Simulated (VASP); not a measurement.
# BeTe (rocksalt type) (Fm-3m) in VASP: settings compared

The runs below take BeTe (rocksalt type) through single point, with PBEsol, PBEsol+D3(BJ).

All numbers are computed with VASP 6.6.1; they aren't measurements. Logs are shortened: lines on timing, memory, paths and dates and some standing lists are left out, and cuts for length are marked.

**1. The cell of the first run**

Symmetry: Fm-3m, No. 225, cubic system. The conventional cell has a = 3.906 Å, b = 3.906 Å, c = 3.906 Å, α = 90.00°, β = 90.00°, γ = 90.00°. Be (site symmetry m-3m) has 6 Te at 1.95 Å within 2.6 Å. Te (site symmetry m-3m) has 6 Be at 1.95 Å within 2.6 Å.

**2. Single point, PBEsol**

The input, INCAR:

```
PREC = Accurate ; ENCUT = 520
EDIFF = 1E-7 ; ISMEAR = 1
SIGMA = 0.15 ; LREAL = F
LASPH = T ; NELM = 80
ALGO = Normal ; ISIF = 2
LWAVE = F ; LCHARG = T
GGA = PS ; LELF = T
LVHAR = T ; NBANDS = 11
```

The input, KPOINTS:

```
Automatic mesh
0
Gamma
  15 15 15
```

The input, POSCAR:

```
BeTe
1.0
    0.0000000000      1.9530806866      1.9530806866
    1.9530806866      0.0000000000      1.9530806866
    1.9530806866      1.9530806866      0.0000000000
Be Te
1 1
Direct
    0.0000000000      0.0000000000      0.0000000000
    0.5000000000      0.5000000000      0.5000000000
```

Potentials or basis: VASP PAW PBE potentials, release 64 (Be, Te).

The run is started by

```bash
> cat potpaw_PBE.64/Be/POTCAR potpaw_PBE.64/Te/POTCAR > POTCAR
> mpirun -np 1 vasp_std > vasp.out
```

OUTCAR:

```text
PREC = Accurate
   ENCUT = 520
   EDIFF = 1E-7
   ISMEAR = 1
   LREAL = F
   LASPH = T
   NELM = 80
   ISIF = 2
   GGA = PS

 ion  position               nearest neighbor table
   1  0.000  0.000  0.000-   2 1.95   2 1.95   2 1.95   2 1.95   2 1.95   2 1.95
   2  0.500  0.500  0.500-   1 1.95   1 1.95   1 1.95   1 1.95   1 1.95   1 1.95

  LATTYP: Found a face centered cubic cell.
 ALAT       =     3.9061613732

  Lattice vectors:

 A1 = (   0.0000000000,   1.9530806866,   1.9530806866)
 A2 = (   1.9530806866,   0.0000000000,   1.9530806866)
 A3 = (   1.9530806866,   1.9530806866,   0.0000000000)

Analysis of symmetry for initial positions (statically):
=====================================================================
 Subroutine PRICEL returns:
 Original cell was already a primitive cell.

 Routine SETGRP: Setting up the symmetry group for a
 face centered cubic supercell.

 Subroutine GETGRP returns: Found 48 space group operations
 (whereof 48 operations were pure point group operations)
 out of a pool of 48 trial point group operations.

The static configuration has the point symmetry O_h .

Analysis of symmetry for dynamics (positions and initial velocities):
=====================================================================
 Subroutine PRICEL returns:
 Original cell was already a primitive cell.

 Routine SETGRP: Setting up the symmetry group for a
 face centered cubic supercell.

 Subroutine GETGRP returns: Found 48 space group operations
 (whereof 48 operations were pure point group operations)
 out of a pool of 48 trial point group operations.

The dynamic configuration has the point symmetry O_h .

 Subroutine INISYM returns: Found 48 space group operations
 (whereof 48 operations are pure point group operations),
 and found     1 'primitive' translations

----------------------------------------------------------------------------------------

                                     Primitive cell

  volume of cell :      14.9001

  direct lattice vectors                    reciprocal lattice vectors
     0.000000000  1.953080687  1.953080687    -0.256005808  0.256005808  0.256005808
     1.953080687  0.000000000  1.953080687     0.256005808 -0.256005808  0.256005808
     1.953080687  1.953080687  0.000000000     0.256005808  0.256005808 -0.256005808

  length of vectors
     2.762073195  2.762073195  2.762073195     0.443415067  0.443415067  0.443415067

  position of ions in fractional coordinates (direct lattice)
[... 88 lines left out ...]
   TEBEG  =    0.0;   TEEND  =   0.0 temperature during run
   PSTRESS=    0.0 pullay stress
   NELECT =       8.0000    total number of electrons
   NUPDOWN=      -1.0000    fix difference up-down
   EMIN   =  10.00;   EMAX   =-10.00  energy-range for DOS
   EFERMI =   0.00;   METHOD = LEGACY
   ISMEAR =     1;   SIGMA  =   0.15  broadening in eV -4-tet -1-fermi 0-gaus
   EFERMI_NEDOS =   21; number of points for ismear=-14 and -15
   IALGO  =     38    algorithm
   IMIX   =      4    mixing-type and parameters
     AMIX     =   0.40;   BMIX     =  1.00
     AMIX_MAG =   1.60;   BMIX_MAG =  1.00
  volume/ion in A,a.u.               =       7.45        50.28
  Fermi-wavevector in a.u.,A,eV,Ry     =   1.330581  2.514433 24.088377  1.770446
  Thomas-Fermi vector in A             =   2.459657
   LORBIT       =      0    0 simple, 1 ext, 2 COOP (PROOUT), +10 PAW based schemes
   GGA     = PS    functional components
   LHFCALC =     F    Hartree Fock is set to
   AEXX    =    0.0000 exact exchange contribution
   IVDW    =     0    specifies the selected vdW correction
   LEPSILON=     F    determine dielectric tensor
   LRPA    =     F    only Hartree local field effects (RPA)
 non-spin polarized calculation
 Methfessel and Paxton  Order N= 1 SIGMA  =   0.15
  energy-cutoff  :      520.00
  volume of cell :       14.90
 maximum number of plane-waves:       415
 NGX is ok and might be reduce to    24
   NGX = 11   NGY = 11   NGZ = 11

 number of electron       7.9999999 magnetization

 Free energy of the ion-electron system (eV)
  ---------------------------------------------------
  ext. energy  EPLUGINS =         0.00000000
  ---------------------------------------------------
  free energy    TOTEN  =         6.16332361 eV

  energy without entropy =        6.16230076  energy(sigma->0) =        6.16298266

 E-fermi :  25.6932     XC(G=0): -14.3611

 val. band max:       25.6557261528   @ k =   0.2667   0.2000   0.0667
 cond. band min:      25.7129463908   @ k =   0.2667   0.2000   0.0000
 fundamental gap:      0.0572202380
 Fermi energy:        25.6931842755

 k-point     1 :       0.0000    0.0000    0.0000
  band No.  band energies     occupation
      1       0.4764      2.00000
      2      24.1936      2.00000
      3      24.1936      2.00000
      4      24.1936      2.00000
      5      30.3371      0.00000
      6      32.1593      0.00000
      7      32.1593      0.00000
      8      32.1593      0.00000
      9      36.5448      0.00000
     10      36.5448      0.00000
     11      36.5448      0.00000
[... 309 lines left out ...]
 k-point    24 :       0.2000    0.1333    0.0000
  band No.  band energies     occupation
      1       1.6095      2.00000
      2      20.8044      2.00000
      3      21.7057      2.00000
      4      25.1875      2.00002
      5      27.5346     -0.00000
      6      27.9298     -0.00000
      7      33.9039      0.00000
      8      34.0302      0.00000
      9      37.0614      0.00000
     10      38.1170      0.00000
     11      39.4441      0.00000

 [... further k-points ...]

------------------------ aborting loop because EDIFF is reached ----------------------------------------

  FORCE on cell =-STRESS in cart. coord.  units (eV):
  Direction    XX          YY          ZZ          XY          YZ          ZX
  --------------------------------------------------------------------------------------
  -------------------------------------------------------------------------------------
  Total       38.5099940     38.5099940     38.5099940     -0.0000000     -0.0000000     -0.0000000
  in kB     4140.8879730   4140.8879730   4140.8879730     -0.0000000     -0.0000000     -0.0000000
  external PRESSURE =    4140.8879730 kB  Pullay stress =       0.0000000 kB

 VOLUME and BASIS-vectors are now :
 -----------------------------------------------------------------------------
  energy-cutoff  :      520.00
  volume of cell :       14.90
      direct lattice vectors                 reciprocal lattice vectors
     0.000000000  1.953080687  1.953080687    -0.256005808  0.256005808  0.256005808
     1.953080687  0.000000000  1.953080687     0.256005808 -0.256005808  0.256005808
     1.953080687  1.953080687  0.000000000     0.256005808  0.256005808 -0.256005808

 POSITION                                       TOTAL-FORCE (eV/Angst)
 -----------------------------------------------------------------------------------
      0.00000      0.00000      0.00000         0.000000      0.000000     -0.000000
      1.95308      1.95308      1.95308         0.000000      0.000000      0.000000
 -----------------------------------------------------------------------------------
    total drift:                                0.000000     -0.000000     -0.000000

  FREE ENERGIE OF THE ION-ELECTRON SYSTEM (eV)
  ---------------------------------------------------
  free  energy   TOTEN  =         6.1633236071 eV

  energy  without entropy=        6.1623007577  energy(sigma->0) =        6.16298266
```

Run time: 15 s. Hardware: 1 thread of AMD EPYC 9R45 (Zen 5), shared host; peak memory 0.13 GiB.

Results:

* Free energy: 6.1633 eV
* Pressure: 414.1 GPa
* Band gap on the k mesh: zero (bands 4 and 5 overlap by 2.18 eV)

Levels at points of the mesh, in eV from the Fermi level:
| k point | band 2 | band 3 | band 4 | band 5 | band 6 | band 7 |
| --- | --- | --- | --- | --- | --- | --- |
| (0.00, 0.00, 0.00) | -1.50 | -1.50 | -1.50 | 4.64 | 6.47 | 6.47 |

Caveat: the cell stands under pressure; the PAW data sets were made with another functional, which shifts forces and pressure a little; spin-orbit coupling is left out, which moves the levels of the heavy elements.

**3. Single point, PBEsol (9.31 Å³/atom)**

This run uses another cell than the first one, of 9.31 Å³/atom.

The input, INCAR:

```
SYSTEM = BeTe
PREC     = Accurate       ! precision mode
ENCUT    = 520            ! plane-wave cutoff, eV
EDIFF    = 1E-7           ! SCF threshold, eV
ISMEAR   = -1             ! smearing method
SIGMA    = 0.08           ! smearing width, eV
LREAL    = .FALSE.        ! projectors in reciprocal space
LASPH    = .TRUE.         ! aspherical terms in the spheres
NELM     = 60             ! most SCF steps
ALGO     = Normal         ! electronic algorithm
ISIF     = 2              ! what is computed and relaxed
LWAVE    = .FALSE.        ! write WAVECAR
LCHARG   = .FALSE.        ! write CHGCAR
GGA      = PS             ! functional
NBANDS   = 11             ! bands
```

The input, KPOINTS:

```
regular mesh
0
G
  15 15 15
  0 0 0
```

The input, POSCAR:

```
BeTe
1.0
    0.0000000000      2.1038923918      2.1038923918
    2.1038923918      0.0000000000      2.1038923918
    2.1038923918      2.1038923918      0.0000000000
Be Te
1 1
Direct
    0.0000000000      0.0000000000      0.0000000000
    0.5000000000      0.5000000000      0.5000000000
```

Potentials or basis: VASP PAW PBE potentials, release 64 (Be, Te).

The run is started by

```bash
> cat potpaw_PBE.64/Be/POTCAR potpaw_PBE.64/Te/POTCAR > POTCAR
> mpirun -np 1 vasp_std > vasp.out
```

Run time: 15 s. Hardware: 1 thread of AMD EPYC 9R45 (Zen 5), shared host; peak memory 0.13 GiB.

It converged, with:

```
Free energy            : -0.6625 eV
Pressure               : 202.9 GPa
Band gap on the k mesh : zero (bands 4 and 5 overlap by 1.72 eV)
```

Levels at points of the mesh, in eV from the Fermi level:
| k point | band 2 | band 3 | band 4 | band 5 | band 6 | band 7 |
| --- | --- | --- | --- | --- | --- | --- |
| (0.00, 0.00, 0.00) | -1.11 | -1.11 | -1.11 | 6.11 | 6.20 | 6.20 |

Caveat: the cell stands under pressure; the PAW data sets were made with another functional, which shifts forces and pressure a little; spin-orbit coupling is left out, which moves the levels of the heavy elements.

**4. Single point, PBEsol (11.18 Å³/atom)**

This run uses another cell than the first one, of 11.18 Å³/atom.

Changes to INCAR since step 3:

```diff
@@ -3,3 +3,3 @@
 ENCUT    = 520            ! plane-wave cutoff, eV
-EDIFF    = 1E-7           ! SCF threshold, eV
+EDIFF    = 1E-6           ! SCF threshold, eV
 ISMEAR   = -1             ! smearing method
```

KPOINTS is that of step 3.

The input, POSCAR:

```
BeTe
1.0
    0.0000000000      2.2357192788      2.2357192788
    2.2357192788      0.0000000000      2.2357192788
    2.2357192788      2.2357192788      0.0000000000
Be Te
1 1
Direct
    0.0000000000      0.0000000000      0.0000000000
    0.5000000000      0.5000000000      0.5000000000
```

The run is started by

```bash
> cat potpaw_PBE.64/Be/POTCAR potpaw_PBE.64/Te/POTCAR > POTCAR
> mpirun -np 1 vasp_std > vasp.out
```

It took 14 s on 1 thread of AMD EPYC 9R45 (Zen 5), shared host; peak memory 0.13 GiB.

Results (log left out):

```yaml
Free_energy: -4.1226 eV
Pressure: 105.5 GPa
Band_gap_on_the_k_mesh: zero (bands 4 and 5 overlap by 1.52 eV)
```

Levels at points of the mesh, in eV from the Fermi level:
```csv
k point,band 1,band 2,band 3,band 4,band 5,band 6,band 7,band 8
"(0.00, 0.00, 0.00)",-19.24,-0.74,-0.74,-0.74,6.35,6.35,6.35,7.23
```

Caveat: the cell stands under pressure; the PAW data sets were made with another functional, which shifts forces and pressure a little; spin-orbit coupling is left out, which moves the levels of the heavy elements.

**5. Single point, PBEsol+D3(BJ)**

This run uses another cell than the first one, of 11.18 Å³/atom.

The input, INCAR:

```
PREC     = Accurate       # precision mode
ENCUT    = 520            # plane-wave cutoff, eV
EDIFF    = 1E-6           # SCF threshold, eV
ISMEAR   = -1             # smearing method
SIGMA    = 0.08           # smearing width, eV
LREAL    = False          # projectors in reciprocal space
LASPH    = True           # aspherical terms in the spheres
NELM     = 60             # most SCF steps
ALGO     = Normal         # electronic algorithm
ISIF     = 2              # what is computed and relaxed
LWAVE    = False          # write WAVECAR
LCHARG   = True           # write CHGCAR
GGA      = PS             # functional
IVDW     = 12             # dispersion correction
LELF     = True           # ELF
LVHAR    = True         
NBANDS   = 11             # bands
```

The input, KPOINTS:

```
regular mesh
0
Gamma
  15 15 15
```

POSCAR is that of step 4.

The run is started by

```bash
> cat potpaw_PBE.64/Be/POTCAR potpaw_PBE.64/Te/POTCAR > POTCAR
> mpirun -np 1 vasp_std > vasp.out
```

Wall time 14 s (1 thread of AMD EPYC 9R45 (Zen 5), shared host); peak memory 0.14 GiB.

The run converged. Its results:

- Free energy: -5.3457 eV
- Pressure: 96.6 GPa
- Band gap on the k mesh: zero (bands 4 and 5 overlap by 1.52 eV)
- Dispersion energy per atom: -0.612 eV

Levels at points of the mesh, in eV from the Fermi level:
| k point | band 1 | band 2 | band 3 | band 4 | band 5 | band 6 | band 7 | band 8 | band 9 |
| --- | --- | --- | --- | --- | --- | --- | --- | --- | --- |
| (0.00, 0.00, 0.00) | -19.24 | -0.74 | -0.74 | -0.74 | 6.35 | 6.35 | 6.35 | 7.23 | 7.99 |

Caveat: three body term missing; the cell stands under pressure; the PAW data sets were made with another functional, which shifts forces and pressure a little; spin-orbit coupling is left out, which moves the levels of the heavy elements.

**6. Single point, PBEsol (13.04 Å³/atom)**

This run uses another cell than the first one, of 13.04 Å³/atom.

The input, INCAR:

```
SYSTEM = BeTe
ALGO     = Normal         ! electronic algorithm
EDIFF    = 1E-6           ! SCF threshold, eV
ENCUT    = 520            ! plane-wave cutoff, eV
GGA      = PS             ! functional
ISIF     = 2              ! what is computed and relaxed
ISMEAR   = -1             ! smearing method
LASPH    = .True.         ! aspherical terms in the spheres
LCHARG   = .False.        ! write CHGCAR
LREAL    = .False.        ! projectors in reciprocal space
LWAVE    = .False.        ! write WAVECAR
NBANDS   = 11             ! bands
NELM     = 60             ! most SCF steps
PREC     = Accurate       ! precision mode
SIGMA    = 0.08           ! smearing width, eV
```

The input, KPOINTS:

```
k-points
0
Gamma
  15 15 15
  0 0 0
```

The input, POSCAR:

```
BeTe
1.0
    0.0000000000      2.3536011540      2.3536011540
    2.3536011540      0.0000000000      2.3536011540
    2.3536011540      2.3536011540      0.0000000000
Be Te
1 1
Direct
    0.0000000000      0.0000000000      0.0000000000
    0.5000000000      0.5000000000      0.5000000000
```

Potentials or basis: VASP PAW PBE potentials, release 64 (Be, Te).

The run is started by

```bash
> cat potpaw_PBE.64/Be/POTCAR potpaw_PBE.64/Te/POTCAR > POTCAR
> mpirun -np 1 vasp_std > vasp.out
```

OUTCAR:

```text
SYSTEM = BeTe
   EDIFF = 1E-6
   ENCUT = 520
   GGA = PS
   ISIF = 2
   ISMEAR = -1
   LASPH = .True.
   LREAL = .False.
   NELM = 60
   PREC = Accurate

 ion  position               nearest neighbor table
   1  0.000  0.000  0.000-   2 2.35   2 2.35   2 2.35   2 2.35   2 2.35   2 2.35
   2  0.500  0.500  0.500-   1 2.35   1 2.35   1 2.35   1 2.35   1 2.35   1 2.35

  LATTYP: Found a face centered cubic cell.
 ALAT       =     4.7072023080

  Lattice vectors:

[... 524 lines left out ...]

  FORCE on cell =-STRESS in cart. coord.  units (eV):
  Direction    XX          YY          ZZ          XY          YZ          ZX
  --------------------------------------------------------------------------------------
  -------------------------------------------------------------------------------------
  Total        8.8441594      8.8441594      8.8441594     -0.0000000      0.0000000     -0.0000000
  in kB      543.4236589    543.4236589    543.4236589     -0.0000000      0.0000000     -0.0000000
  external PRESSURE =     543.4236589 kB  Pullay stress =       0.0000000 kB

 VOLUME and BASIS-vectors are now :
 -----------------------------------------------------------------------------
  energy-cutoff  :      520.00
  volume of cell :       26.08
      direct lattice vectors                 reciprocal lattice vectors
     0.000000000  2.353601154  2.353601154    -0.212440412  0.212440412  0.212440412
     2.353601154  0.000000000  2.353601154     0.212440412 -0.212440412  0.212440412
     2.353601154  2.353601154  0.000000000     0.212440412  0.212440412 -0.212440412

 POSITION                                       TOTAL-FORCE (eV/Angst)
 -----------------------------------------------------------------------------------
      0.00000      0.00000      0.00000        -0.000000     -0.000000     -0.000000
      2.35360      2.35360      2.35360         0.000000      0.000000      0.000000
 -----------------------------------------------------------------------------------
    total drift:                                0.000000      0.000000      0.000000

  FREE ENERGIE OF THE ION-ELECTRON SYSTEM (eV)
  ---------------------------------------------------
  free  energy   TOTEN  =        -5.9198988558 eV

  energy  without entropy=       -5.9082336125  energy(sigma->0) =       -5.91406623
```

Run time: 21 s. Hardware: 1 thread of AMD EPYC 9R45 (Zen 5), shared host; peak memory 0.15 GiB.

What came out:

| Property | Result |
| --- | --- |
| Free energy | -5.9199 eV |
| Pressure | 54.3 GPa |
| Band gap on the k mesh | zero (bands 4 and 5 overlap by 1.44 eV) |

Levels at points of the mesh, in eV from the Fermi level:
```csv
k point,band 1,band 2,band 3,band 4,band 5,band 6,band 7,band 8,band 9
"(0.00, 0.00, 0.00)",-17.23,-0.51,-0.51,-0.51,6.53,6.53,6.53,7.46,7.46
```

Caveat: the cell stands under pressure; the PAW data sets were made with another functional, which shifts forces and pressure a little; spin-orbit coupling is left out, which moves the levels of the heavy elements.

**7. Overview**

```tsv
level	cell	smearing	gap on the mesh (eV)	pressure (GPa)
PBEsol	a = 2.762 Å, angles 60.0°, 2 atoms	methfessel-paxton 0.15 eV	none	414.1
PBEsol	a = 2.975 Å, angles 60.0°, 2 atoms	fermi-dirac 0.08 eV	none	202.9
PBEsol	a = 3.162 Å, angles 60.0°, 2 atoms	fermi-dirac 0.08 eV	none	105.5
PBEsol+D3(BJ)	a = 3.162 Å, angles 60.0°, 2 atoms	fermi-dirac 0.08 eV	none	96.6
PBEsol	a = 3.328 Å, angles 60.0°, 2 atoms	fermi-dirac 0.08 eV	none	54.3
```

Alike in all rows: task single point; potentials or basis VASP PAW PBE potentials, release 64 (Be, Te); no spin polarisation; k mesh 15 × 15 × 15; cutoff (eV) 520.

Caveats: the cell stands under pressure; the PAW data sets were made with another functional, which shifts forces and pressure a little; spin-orbit coupling is left out, which moves the levels of the heavy elements; three body term missing (at least some runs).

Absolute energies hang on the potentials; compare differences alone.
